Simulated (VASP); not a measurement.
# HfO2 (Fm-3m) in VASP: a series of runs

Runs on HfO2. Level: PBEsol. Tasks: single point.

All numbers are computed with VASP 6.6.1; they aren't measurements. Logs are shortened: lines on timing, memory, paths and dates and some standing lists are left out, and cuts for length are marked.

## (1) The cell of the first run

It takes space group Fm-3m (No. 225, cubic). The conventional cell has a = 4.906 Å, b = 4.906 Å, c = 4.906 Å, α = 90.00°, β = 90.00°, γ = 90.00°. Within 2.8 Å of Hf (site symmetry m-3m) lie 8 O at 2.12 Å. O (site symmetry -43m) has 4 Hf at 2.12 Å and 6 O at 2.45 Å within 2.8 Å.

## (2) Single point, PBEsol

INCAR reads:

```
PREC = Accurate
ENCUT = 520
EDIFF = 1E-7
ISMEAR = 0
SIGMA = 0.05
LREAL = F
LASPH = T
NELM = 80
ALGO = Normal
ISIF = 2
LWAVE = F
LCHARG = F
GGA = PS
NBANDS = 18
```

KPOINTS reads:

```
regular mesh
0
Gamma
  8 8 8
```

POSCAR reads:

```
HfO2
1.0
    0.0000000000      2.4529050643      2.4529050643
    2.4529050643      0.0000000000      2.4529050643
    2.4529050643      2.4529050643      0.0000000000
Hf O
1 2
Direct
    0.0000000000      0.0000000000      0.0000000000
    0.2500000000      0.2500000000      0.2500000000
    0.7500000000      0.7500000000      0.7500000000
```

Potentials or basis: VASP PAW PBE potentials, release 64 (Hf_pv, O).

Launch:

```
> cat potpaw_PBE.64/Hf_pv/POTCAR potpaw_PBE.64/O/POTCAR > POTCAR
> mpirun -np 1 vasp_std > vasp.out
```

OUTCAR:

```text
PREC = Accurate
   ENCUT = 520
   EDIFF = 1E-7
   ISMEAR = 0
   LREAL = F
   LASPH = T
   NELM = 80
   ISIF = 2
   GGA = PS

 ion  position               nearest neighbor table
   1  0.000  0.000  0.000-   3 2.12   3 2.12   3 2.12   2 2.12   3 2.12   2 2.12   2 2.12   2 2.12

   2  0.250  0.250  0.250-   1 2.12   1 2.12   1 2.12   1 2.12
   3  0.750  0.750  0.750-   1 2.12   1 2.12   1 2.12   1 2.12

  LATTYP: Found a face centered cubic cell.
 ALAT       =     4.9058101286

  Lattice vectors:

 A1 = (   0.0000000000,   2.4529050643,   2.4529050643)
 A2 = (   2.4529050643,   0.0000000000,   2.4529050643)
 A3 = (   2.4529050643,   2.4529050643,   0.0000000000)

Analysis of symmetry for initial positions (statically):
=====================================================================
 Subroutine PRICEL returns:
 Original cell was already a primitive cell.

 Routine SETGRP: Setting up the symmetry group for a
 face centered cubic supercell.

 Subroutine GETGRP returns: Found 48 space group operations
 (whereof 48 operations were pure point group operations)
 out of a pool of 48 trial point group operations.

The static configuration has the point symmetry O_h .

Analysis of symmetry for dynamics (positions and initial velocities):
=====================================================================
 Subroutine PRICEL returns:
 Original cell was already a primitive cell.

 Routine SETGRP: Setting up the symmetry group for a
 face centered cubic supercell.

 Subroutine GETGRP returns: Found 48 space group operations
 (whereof 48 operations were pure point group operations)
 out of a pool of 48 trial point group operations.

The dynamic configuration has the point symmetry O_h .

 Subroutine INISYM returns: Found 48 space group operations
 (whereof 48 operations are pure point group operations),
 and found     1 'primitive' translations

----------------------------------------------------------------------------------------

                                     Primitive cell

  volume of cell :      29.5170

  direct lattice vectors                    reciprocal lattice vectors
     0.000000000  2.452905064  2.452905064    -0.203839931  0.203839931  0.203839931
     2.452905064  0.000000000  2.452905064     0.203839931 -0.203839931  0.203839931
     2.452905064  2.452905064  0.000000000     0.203839931  0.203839931 -0.203839931

  length of vectors
     3.468931609  3.468931609  3.468931609     0.353061118  0.353061118  0.353061118

  position of ions in fractional coordinates (direct lattice)
     0.000000000  0.000000000  0.000000000
     0.250000000  0.250000000  0.250000000
     0.750000000  0.750000000  0.750000000

  ion indices of the primitive-cell ions
   primitive index   ion index
                 1           1
                 2           2
                 3           3

----------------------------------------------------------------------------------------

 KPOINTS: regular mesh

Automatic generation of k-mesh.
 Grid dimensions read from file:
 generate k-points for:    8    8    8

 Generating k-lattice:

  Cartesian coordinates                     Fractional coordinates (reciprocal lattice)
    -0.025479991  0.025479991  0.025479991     0.125000000  0.000000000  0.000000000
     0.025479991 -0.025479991  0.025479991     0.000000000  0.125000000  0.000000000
     0.025479991  0.025479991 -0.025479991     0.000000000  0.000000000  0.125000000

  Length of vectors
     0.044132640  0.044132640  0.044132640

  Shift w.r.t. Gamma in fractional coordinates (k-lattice)
     0.000000000  0.000000000  0.000000000

 Subroutine IBZKPT returns following result:
 ===========================================

 Found     29 irreducible k-points:

 Following reciprocal coordinates:
            Coordinates               Weight
  0.000000  0.000000  0.000000      1.000000
  0.125000  0.000000  0.000000      8.000000
  0.250000  0.000000  0.000000      8.000000
  0.375000  0.000000  0.000000      8.000000
  0.500000  0.000000  0.000000      4.000000
  0.125000  0.125000  0.000000      6.000000
[... 16 lines left out ...]
  0.500000  0.250000  0.125000     48.000000
 -0.375000  0.250000  0.125000     24.000000
 [... further k-points ...]
   k-points           NKPTS =     29   k-points in BZ     NKDIM =     29   number of bands    NBANDS=     18
   number of dos      NEDOS =    301   number of ions     NIONS =      3
   total plane-waves  NPLWV =  21952
   dimension x,y,z NGX =    28 NGY =   28 NGZ =   28
   dimension x,y,z NGXF=    56 NGYF=   56 NGZF=   56
   ions per type =               1   2
   NGX,Y,Z   is equivalent  to a cutoff of  13.42, 13.42, 13.42 a.u.
   NGXF,Y,Z  is equivalent  to a cutoff of  26.84, 26.84, 26.84 a.u.
 SYSTEM =  unknown system
   PREC   = accura    normal or accurate (medium, high low for compatibility)
   ISTART =      0    job   : 0-new  1-cont  2-samecut
   ICHARG =      2    charge: 1-file 2-atom 10-const
   ISPIN  =      1    spin polarized calculation?
   LNONCOLLINEAR =      F non collinear calculations
   LSORBIT =      F    spin-orbit coupling
   LASPH  =      T    aspherical Exc in radial PAW
   ENCUT  =  520.0 eV  38.22 Ry    6.18 a.u.   6.45  6.45  6.45*2*pi/ulx,y,z
   NELM   =     80;   NELMIN=  2; NELMDL= -5     # of ELM steps
   EDIFF  = 0.1E-06   stopping-criterion for ELM
   LREAL  =      F    real-space projection
   EDIFFG = 0.1E-05   stopping-criterion for IOM
   NSW    =      0    number of steps for IOM
   IBRION =     -1    ionic relax: 0-MD 1-quasi-New 2-CG
   NFREE  =      0    steps in history (QN), initial steepest desc. (CG)
   ISIF   =      2    stress and relaxation
   ISYM   =      2    0-nonsym 1-usesym 2-fastsym
   POTIM  = 0.5000    time-step for ionic-motion
   TEBEG  =    0.0;   TEEND  =   0.0 temperature during run
   PSTRESS=    0.0 pullay stress
   NELECT =      22.0000    total number of electrons
   NUPDOWN=      -1.0000    fix difference up-down
   EMIN   =  10.00;   EMAX   =-10.00  energy-range for DOS
   EFERMI =   0.00;   METHOD = LEGACY
   ISMEAR =     0;   SIGMA  =   0.05  broadening in eV -4-tet -1-fermi 0-gaus
   EFERMI_NEDOS =   21; number of points for ismear=-14 and -15
   IALGO  =     38    algorithm
   IMIX   =      4    mixing-type and parameters
     AMIX     =   0.40;   BMIX     =  1.00
     AMIX_MAG =   1.60;   BMIX_MAG =  1.00
  volume/ion in A,a.u.               =       9.84        66.40
  Fermi-wavevector in a.u.,A,eV,Ry     =   1.484311  2.804942 29.976083  2.203180
  Thomas-Fermi vector in A             =   2.597864
   LORBIT       =      0    0 simple, 1 ext, 2 COOP (PROOUT), +10 PAW based schemes
   GGA     = PS    functional components
   LHFCALC =     F    Hartree Fock is set to
   AEXX    =    0.0000 exact exchange contribution
   IVDW    =     0    specifies the selected vdW correction
   LEPSILON=     F    determine dielectric tensor
   LRPA    =     F    only Hartree local field effects (RPA)
 non-spin polarized calculation
 Gauss-broadening in eV      SIGMA  =   0.05
  energy-cutoff  :      520.00
  volume of cell :       29.52
 maximum number of plane-waves:       821
 NGX is ok and might be reduce to    28
   NGX = 13   NGY = 13   NGZ = 13

 number of electron      22.0000010 magnetization

 Free energy of the ion-electron system (eV)
  ---------------------------------------------------
  ext. energy  EPLUGINS =         0.00000000
  ---------------------------------------------------
  free energy    TOTEN  =       -31.49812534 eV

  energy without entropy =      -31.49812534  energy(sigma->0) =      -31.49812534

 E-fermi :   5.3325     XC(G=0): -12.6412

 val. band max:        5.0137970587   @ k =   0.5000   0.5000   0.0000
 cond. band min:       8.9368250958   @ k =   0.5000   0.5000   0.0000
 fundamental gap:      3.9230280371
 Fermi energy:         5.3325262832

 k-point     1 :       0.0000    0.0000    0.0000
  band No.  band energies     occupation
      1     -24.1781      2.00000
      2     -24.1781      2.00000
      3     -24.1781      2.00000
      4     -14.3206      2.00000
      5     -10.6980      2.00000
      6      -1.0331      2.00000
[... 10 lines left out ...]
     17      16.7298      0.00000
     18      19.1107      0.00000

 k-point     2 :       0.1250    0.0000    0.0000
  band No.  band energies     occupation
      1     -24.2904      2.00000
      2     -24.1896      2.00000
      3     -24.1896      2.00000
      4     -14.0478      2.00000
      5     -10.9193      2.00000
      6      -0.8611      2.00000
[... 10 lines left out ...]
     17      16.3860      0.00000
     18      19.0833      0.00000

 k-point     3 :       0.2500    0.0000    0.0000
  band No.  band energies     occupation
      1     -24.5448      2.00000
      2     -24.2173      2.00000
      3     -24.2173      2.00000
      4     -13.4295      2.00000
      5     -11.3243      2.00000
      6      -0.4425      2.00000
[... 10 lines left out ...]
     17      15.8045      0.00000
     18      18.5854      0.00000

 k-point     4 :       0.3750    0.0000    0.0000
  band No.  band energies     occupation
      1     -24.7791      2.00000
      2     -24.2448      2.00000
      3     -24.2448      2.00000
      4     -12.9902      2.00000
      5     -11.4355      2.00000
      6      -0.0435      2.00000
[... 375 lines left out ...]
      4     -12.8700      2.00000
      5     -11.6539      2.00000
      6      -0.3881      2.00000
[... 10 lines left out ...]
     17      15.8126      0.00000
     18      19.0161      0.00000

 k-point    23 :       0.5000    0.2500    0.1250
  band No.  band energies     occupation
      1     -24.7341      2.00000
      2     -24.4230      2.00000
      3     -24.2847      2.00000
      4     -12.4482      2.00000
      5     -11.7442      2.00000
      6      -0.3946      2.00000
[... 10 lines left out ...]
     17      16.5109      0.00000
     18      18.9968      0.00000

 k-point    24 :      -0.3750    0.2500    0.1250
  band No.  band energies     occupation
      1     -24.7776      2.00000
      2     -24.4592      2.00000
      3     -24.3003      2.00000
      4     -12.4111      2.00000
      5     -11.6181      2.00000
      6      -0.3929      2.00000
[... 10 lines left out ...]
     17      16.4881      0.00000
     18      19.0128      0.00000

 [... further k-points ...]
[... 5 lines left out ...]
  --------------------------------------------------------------------------------------
  -------------------------------------------------------------------------------------
  Total        4.0201242      4.0201242      4.0201242      0.0000000      0.0000000      0.0000000
  in kB      218.2116004    218.2116004    218.2116004      0.0000000      0.0000000      0.0000000
  external PRESSURE =     218.2116004 kB  Pullay stress =       0.0000000 kB

 VOLUME and BASIS-vectors are now :
 -----------------------------------------------------------------------------
  energy-cutoff  :      520.00
  volume of cell :       29.52
      direct lattice vectors                 reciprocal lattice vectors
     0.000000000  2.452905064  2.452905064    -0.203839931  0.203839931  0.203839931
     2.452905064  0.000000000  2.452905064     0.203839931 -0.203839931  0.203839931
     2.452905064  2.452905064  0.000000000     0.203839931  0.203839931 -0.203839931

 POSITION                                       TOTAL-FORCE (eV/Angst)
 -----------------------------------------------------------------------------------
      0.00000      0.00000      0.00000        -0.000000     -0.000000     -0.000000
      1.22645      1.22645      1.22645        -0.000000      0.000000      0.000000
      3.67936      3.67936      3.67936         0.000000      0.000000      0.000000
 -----------------------------------------------------------------------------------
    total drift:                                0.000000      0.000000      0.000000

  FREE ENERGIE OF THE ION-ELECTRON SYSTEM (eV)
  ---------------------------------------------------
  free  energy   TOTEN  =       -31.4981253427 eV

  energy  without entropy=      -31.4981253427  energy(sigma->0) =      -31.49812534
```

Run time: 8.7 s. Hardware: 1 thread of Intel Xeon 6975P-C (Granite Rapids), shared host; peak memory 0.16 GiB.

Results:

* Free energy: -31.4981 eV
* Pressure: 21.8 GPa
* Band gap on the k mesh: 3.92 eV, direct

Caveat: the PAW data sets were made with another functional, which shifts forces and pressure a little; spin-orbit coupling is left out, which moves the levels of the heavy elements. A k mesh can miss the band edges.

(Part 1 of 2 ends here.)
